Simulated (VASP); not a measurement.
# Ga3N3 in VASP: single point with PBE

Aim: the single point of Ga3N3 with PBE.

All numbers are computed with VASP 6.6.1; they aren't measurements. Logs are shortened: lines on timing, memory, paths and dates and some standing lists are left out, and cuts for length are marked.

## Step 1: The cell of the first run

The cell holds a cluster in a box, 6 atoms: a = 10.100 Å, b = 11.600 Å, c = 12.400 Å, α = 90.00°, β = 90.00°, γ = 90.00°.

## Step 2: Single point, PBE, collinear spin, ferromagnetic start

The input, INCAR:

```
SYSTEM = GaN
PREC = Accurate ; ENCUT = 520
EDIFF = 1E-6 ; ISMEAR = 0
SIGMA = 0.05 ; LREAL = .False.
LASPH = .True. ; NELM = 150
ALGO = Normal ; ISIF = 2
LWAVE = .False. ; LCHARG = .True.
ISPIN = 2 ; MAGMOM = 0.4 0.4 0.4 0.4 0.4 0.4
LORBIT = 11 ; GGA = PE
LELF = .True. ; LVHAR = .True.
NBANDS = 40
```

The input, KPOINTS:

```
Automatic mesh
0
Gamma
  1 1 1
  0 0 0
```

The input, POSCAR:

```
GaN
1.0
   10.1000000000      0.0000000000      0.0000000000
    0.0000000000     11.6000000000      0.0000000000
    0.0000000000      0.0000000000     12.4000000000
Ga N
3 3
Direct
    0.3905136205      0.4236560861      0.4444050874
    0.5387789723      0.6032502664      0.4408366815
    0.4866968657      0.5036905380      0.6208527792
    0.3797685008      0.3812044282      0.5865929409
    0.5851495798      0.6298049064      0.5816498405
    0.4512869496      0.5194141705      0.3375953445
```

Potentials or basis: VASP PAW PBE potentials, release 64 (Ga_d, N).

Run with:

```console
cat potpaw_PBE.64/Ga_d/POTCAR potpaw_PBE.64/N/POTCAR > POTCAR
mpirun -np 1 vasp_gam > vasp.out
```

OUTCAR:

```text
SYSTEM = GaN
   PREC = Accurate
   ENCUT = 520
   EDIFF = 1E-6
   ISMEAR = 0
   LREAL = .False.
   LASPH = .True.
   NELM = 150
   ISIF = 2
   ISPIN = 2
   LORBIT = 11
   GGA = PE

 ion  position               nearest neighbor table
   1  0.391  0.424  0.444-   4 1.83   6 1.83   2 2.57   3 2.57
   2  0.539  0.603  0.441-   5 1.83   6 1.83   1 2.57   3 2.57
   3  0.487  0.504  0.621-   5 1.83   4 1.83   1 2.57   2 2.57
   4  0.380  0.381  0.587-   1 1.83   3 1.83
   5  0.585  0.630  0.582-   2 1.83   3 1.83
   6  0.451  0.519  0.338-   1 1.83   2 1.83

  LATTYP: Found a simple orthorhombic cell.
 ALAT       =    10.1000000000
 B/A-ratio  =     1.1485148515
 C/A-ratio  =     1.2277227723

  Lattice vectors:

 A1 = (  10.1000000000,   0.0000000000,   0.0000000000)
 A2 = (   0.0000000000,  11.6000000000,   0.0000000000)
 A3 = (   0.0000000000,   0.0000000000,  12.4000000000)

Analysis of symmetry for initial positions (statically):
=====================================================================
 Subroutine PRICEL returns:
 Original cell was already a primitive cell.

 Routine SETGRP: Setting up the symmetry group for a
 simple orthorhombic supercell.

 Subroutine GETGRP returns: Found  1 space group operations
 (whereof  1 operations were pure point group operations)
 out of a pool of  8 trial point group operations.

The static configuration has the point symmetry C_1 .

Analysis of symmetry for dynamics (positions and initial velocities):
=====================================================================
 Subroutine PRICEL returns:
 Original cell was already a primitive cell.

 Routine SETGRP: Setting up the symmetry group for a
 simple orthorhombic supercell.

 Subroutine GETGRP returns: Found  1 space group operations
 (whereof  1 operations were pure point group operations)
 out of a pool of  8 trial point group operations.

The dynamic configuration has the point symmetry C_1 .

Analysis of structural, dynamic, and magnetic symmetry:
=====================================================================
 Subroutine PRICEL returns:
 Original cell was already a primitive cell.

 Routine SETGRP: Setting up the symmetry group for a
 simple orthorhombic supercell.

 Subroutine GETGRP returns: Found  1 space group operations
 (whereof  1 operations were pure point group operations)
 out of a pool of  8 trial point group operations.

The overall configuration has the point symmetry C_1 .

 Subroutine INISYM returns: Found  1 space group operations
 (whereof  1 operations are pure point group operations),
 and found     1 'primitive' translations

----------------------------------------------------------------------------------------

                                     Primitive cell

  volume of cell :    1452.7840

  direct lattice vectors                    reciprocal lattice vectors
    10.100000000  0.000000000  0.000000000     0.099009901  0.000000000  0.000000000
     0.000000000 11.600000000  0.000000000     0.000000000  0.086206897  0.000000000
     0.000000000  0.000000000 12.400000000     0.000000000  0.000000000  0.080645161

  length of vectors
    10.100000000 11.600000000 12.400000000     0.099009901  0.086206897  0.080645161

  position of ions in fractional coordinates (direct lattice)
     0.390513621  0.423656086  0.444405087
     0.538778972  0.603250266  0.440836682
     0.486696866  0.503690538  0.620852779
     0.379768501  0.381204428  0.586592941
     0.585149580  0.629804906  0.581649840
     0.451286950  0.519414170  0.337595345

  ion indices of the primitive-cell ions
   primitive index   ion index
                 1           1
                 2           2
                 3           3
                 4           4
                 5           5
                 6           6

----------------------------------------------------------------------------------------

 KPOINTS: Automatic mesh

Automatic generation of k-mesh.
 Grid dimensions read from file:
 generate k-points for:    1    1    1

 Generating k-lattice:

  Cartesian coordinates                     Fractional coordinates (reciprocal lattice)
     0.099009901  0.000000000  0.000000000     1.000000000  0.000000000  0.000000000
     0.000000000  0.086206897  0.000000000     0.000000000  1.000000000  0.000000000
     0.000000000  0.000000000  0.080645161     0.000000000  0.000000000  1.000000000

  Length of vectors
     0.099009901  0.086206897  0.080645161

  Shift w.r.t. Gamma in fractional coordinates (k-lattice)
     0.000000000  0.000000000  0.000000000

 Subroutine IBZKPT returns following result:
 ===========================================

 Found      1 irreducible k-points:

 Following reciprocal coordinates:
            Coordinates               Weight
  0.000000  0.000000  0.000000      1.000000
   k-points           NKPTS =      1   k-points in BZ     NKDIM =      1   number of bands    NBANDS=     40
   number of dos      NEDOS =    301   number of ions     NIONS =      6
   total plane-waves  NPLWV = 691200
   dimension x,y,z NGX =    80 NGY =   90 NGZ =   96
   dimension x,y,z NGXF=   160 NGYF=  180 NGZF=  192
   ions per type =               3   3
   NGX,Y,Z   is equivalent  to a cutoff of  13.17, 12.90, 12.87 a.u.
   NGXF,Y,Z  is equivalent  to a cutoff of  26.34, 25.80, 25.74 a.u.
 SYSTEM =  GaN
   PREC   = accura    normal or accurate (medium, high low for compatibility)
   ISTART =      0    job   : 0-new  1-cont  2-samecut
   ICHARG =      2    charge: 1-file 2-atom 10-const
   ISPIN  =      2    spin polarized calculation?
   LNONCOLLINEAR =      F non collinear calculations
   LSORBIT =      F    spin-orbit coupling
   LASPH  =      T    aspherical Exc in radial PAW
   ENCUT  =  520.0 eV  38.22 Ry    6.18 a.u.  18.78 21.57 23.06*2*pi/ulx,y,z
   NELM   =    150;   NELMIN=  2; NELMDL= -5     # of ELM steps
   EDIFF  = 0.1E-05   stopping-criterion for ELM
   LREAL  =      F    real-space projection
   EDIFFG = 0.1E-04   stopping-criterion for IOM
   NSW    =      0    number of steps for IOM
   IBRION =     -1    ionic relax: 0-MD 1-quasi-New 2-CG
   NFREE  =      0    steps in history (QN), initial steepest desc. (CG)
   ISIF   =      2    stress and relaxation
   ISYM   =      2    0-nonsym 1-usesym 2-fastsym
   POTIM  = 0.5000    time-step for ionic-motion
   TEBEG  =    0.0;   TEEND  =   0.0 temperature during run
   PSTRESS=    0.0 pullay stress
   NELECT =      54.0000    total number of electrons
   NUPDOWN=      -1.0000    fix difference up-down
   EMIN   =  10.00;   EMAX   =-10.00  energy-range for DOS
   EFERMI =   0.00;   METHOD = LEGACY
   ISMEAR =     0;   SIGMA  =   0.05  broadening in eV -4-tet -1-fermi 0-gaus
   EFERMI_NEDOS =   21; number of points for ismear=-14 and -15
   IALGO  =     38    algorithm
   IMIX   =      4    mixing-type and parameters
     AMIX     =   0.40;   BMIX     =  1.00
     AMIX_MAG =   1.60;   BMIX_MAG =  1.00
  volume/ion in A,a.u.               =     242.13      1633.98
  Fermi-wavevector in a.u.,A,eV,Ry     =   0.546352  1.032455  4.061343  0.298500
  Thomas-Fermi vector in A             =   1.576123
   LORBIT       =     11    0 simple, 1 ext, 2 COOP (PROOUT), +10 PAW based schemes
   GGA     = PE    functional components
   LHFCALC =     F    Hartree Fock is set to
   AEXX    =    0.0000 exact exchange contribution
   IVDW    =     0    specifies the selected vdW correction
   LEPSILON=     F    determine dielectric tensor
   LRPA    =     F    only Hartree local field effects (RPA)
 spin polarized calculation
 Gauss-broadening in eV      SIGMA  =   0.05
  energy-cutoff  :      520.00
  volume of cell :     1452.78
 maximum number of plane-waves:     19569
 NGX is ok and might be reduce to    80
   NGX = 37   NGY = 43   NGZ = 47

 number of electron      54.0000001 magnetization      -0.0000317

 number of electron      54.0000001 magnetization       0.0000309

 Free energy of the ion-electron system (eV)
  ---------------------------------------------------
  ext. energy  EPLUGINS =         0.00000000
  ---------------------------------------------------
  free energy    TOTEN  =       -26.29382179 eV

  energy without entropy =      -26.29382179  energy(sigma->0) =      -26.29382179

 E-fermi :  -5.0040     XC(G=0):  -1.3184

 val. band max:       -5.3052915382   @ k =   0.0000   0.0000   0.0000
 cond. band min:      -4.3594257267   @ k =   0.0000   0.0000   0.0000
 fundamental gap:      0.9458658115
 Fermi energy:        -5.0039910364

 spin component 1

 k-point     1 :       0.0000    0.0000    0.0000
  band No.  band energies     occupation
      1     -20.8232      1.00000
      2     -20.3351      1.00000
      3     -20.3343      1.00000
      4     -19.7925      1.00000
      5     -19.6365      1.00000
      6     -19.5418      1.00000
      7     -19.5405      1.00000
      8     -19.4819      1.00000
      9     -19.4796      1.00000
     10     -19.3652      1.00000
     11     -19.3640      1.00000
     12     -19.2922      1.00000
     13     -19.2896      1.00000
     14     -19.1935      1.00000
     15     -19.1633      1.00000
     16     -17.4318      1.00000
     17     -17.0839      1.00000
     18     -17.0766      1.00000
     19      -9.4112      1.00000
     20      -9.4065      1.00000
     21      -9.1707      1.00000
     22      -7.2550      1.00000
     23      -6.7319      1.00000
     24      -5.9455      1.00000
     25      -5.9357      1.00000
     26      -5.3111      1.00000
     27      -5.3053      1.00000
     28      -4.3594      0.00000
     29      -1.9849      0.00000
     30      -1.9822      0.00000
     31      -1.4597      0.00000
     32      -0.7768      0.00000
     33      -0.4749      0.00000
     34      -0.4134      0.00000
     35       0.2578      0.00000
     36       0.8026      0.00000
     37       1.1211      0.00000
     38       1.1598      0.00000
     39       1.2329      0.00000
 Fermi energy:        -5.0039910364

 spin component 2

 k-point     1 :       0.0000    0.0000    0.0000
  band No.  band energies     occupation
      1     -20.8232      1.00000
      2     -20.3351      1.00000
      3     -20.3343      1.00000
      4     -19.7925      1.00000
      5     -19.6365      1.00000
      6     -19.5418      1.00000
      7     -19.5405      1.00000
      8     -19.4819      1.00000
      9     -19.4796      1.00000
     10     -19.3652      1.00000
     11     -19.3640      1.00000
     12     -19.2922      1.00000
     13     -19.2896      1.00000
     14     -19.1935      1.00000
     15     -19.1633      1.00000
     16     -17.4318      1.00000
     17     -17.0839      1.00000
     18     -17.0766      1.00000
     19      -9.4112      1.00000
     20      -9.4065      1.00000
     21      -9.1707      1.00000
     22      -7.2550      1.00000
     23      -6.7319      1.00000
     24      -5.9455      1.00000
     25      -5.9357      1.00000
     26      -5.3111      1.00000
     27      -5.3053      1.00000
     28      -4.3594      0.00000
     29      -1.9849      0.00000
     30      -1.9822      0.00000
     31      -1.4597      0.00000
     32      -0.7768      0.00000
     33      -0.4749      0.00000
     34      -0.4134      0.00000
     35       0.2612      0.00000
     36       0.8035      0.00000
     37       1.1243      0.00000
     38       1.1610      0.00000
     39       1.2349      0.00000
 [bands above 39 left out]

------------------------ aborting loop because EDIFF is reached ----------------------------------------

  FORCE on cell =-STRESS in cart. coord.  units (eV):
  Direction    XX          YY          ZZ          XY          YZ          ZX
  --------------------------------------------------------------------------------------
  -------------------------------------------------------------------------------------
  Total       -0.0276813     -0.0150037     -0.0615565      0.0071912     -0.0064635      0.0019639
  in kB       -0.0305278     -0.0165466     -0.0678865      0.0079307     -0.0071282      0.0021659
  external PRESSURE =      -0.0383203 kB  Pullay stress =       0.0000000 kB

 VOLUME and BASIS-vectors are now :
 -----------------------------------------------------------------------------
  energy-cutoff  :      520.00
  volume of cell :     1452.78
      direct lattice vectors                 reciprocal lattice vectors
    10.100000000  0.000000000  0.000000000     0.099009901  0.000000000  0.000000000
     0.000000000 11.600000000  0.000000000     0.000000000  0.086206897  0.000000000
     0.000000000  0.000000000 12.400000000     0.000000000  0.000000000  0.080645161

 POSITION                                       TOTAL-FORCE (eV/Angst)
 -----------------------------------------------------------------------------------
      3.94419      4.91441      5.51062         0.004814      0.008123      0.012600
      5.44167      6.99770      5.46637        -0.007008     -0.009786      0.010460
      4.91564      5.84281      7.69857         0.000227     -0.002730     -0.012820
      3.83566      4.42197      7.27375        -0.007678     -0.009294      0.003286
      5.91001      7.30574      7.21246         0.009098      0.011276      0.002022
      4.55800      6.02520      4.18618         0.000547      0.002411     -0.015549
 -----------------------------------------------------------------------------------
    total drift:                               -0.000152     -0.000599      0.000164

  FREE ENERGIE OF THE ION-ELECTRON SYSTEM (eV)
  ---------------------------------------------------
  free  energy   TOTEN  =       -26.2938217949 eV

  energy  without entropy=      -26.2938217949  energy(sigma->0) =      -26.29382179

 total charge

# of ion       s       p       d       tot
------------------------------------------
    1        0.940   0.781  10.075  11.797
    2        0.940   0.781  10.075  11.797
    3        0.939   0.780  10.075  11.794
    4        1.299   2.275   0.000   3.574
    5        1.299   2.275   0.000   3.574
    6        1.299   2.276   0.000   3.574
--------------------------------------------------
tot          6.717   9.168  30.226  46.111

 magnetization (x)

# of ion       s       p       d       tot
------------------------------------------
    1       -0.000   0.000   0.000  -0.000
    2       -0.000   0.000  -0.000  -0.000
    3       -0.000  -0.000   0.000  -0.000
    4       -0.000  -0.000   0.000  -0.000
    5       -0.000  -0.000   0.000  -0.000
    6       -0.000  -0.000   0.000  -0.000
--------------------------------------------------
tot         -0.000  -0.000   0.000  -0.000
```

Wall time 7.9 min (1 thread of Intel Xeon Platinum 8259CL at 2.50GHz (Skylake/Cascade Lake), shared host); peak memory 1.6 GiB.

Results:

```yaml
Free_energy: -26.2938 eV
Largest_force: 0.016 eV/Å
Gap_between_the_frontier_levels: 0.95 eV
Net_moment: 0.00 μB per cell
Valence_electrons_inside_the_program's_atomic_spheres: Ga 11.80, 11.79 (each value once); N 3.57
```

Forces on the atoms (eV/Å):
```
Ga   0.005  0.008  0.013
Ga  -0.007 -0.010  0.010
Ga   0.000 -0.003 -0.013
N   -0.008 -0.009  0.003
N    0.009  0.011  0.002
N    0.001  0.002 -0.016
```

Levels at points of the mesh, in eV from the valence-band top:
Spin up:
| k point | band 25 | band 26 | band 27 | band 28 | band 29 | band 30 |
| --- | --- | --- | --- | --- | --- | --- |
| (0.00, 0.00, 0.00) | -0.63 | -0.01 | 0.00 | 0.95 | 3.32 | 3.32 |
Spin down:
```
           k point  band 25  band 26  band 27  band 28  band 29  band 30
(0.00, 0.00, 0.00)    -0.63    -0.01     0.00     0.95     3.32     3.32
```
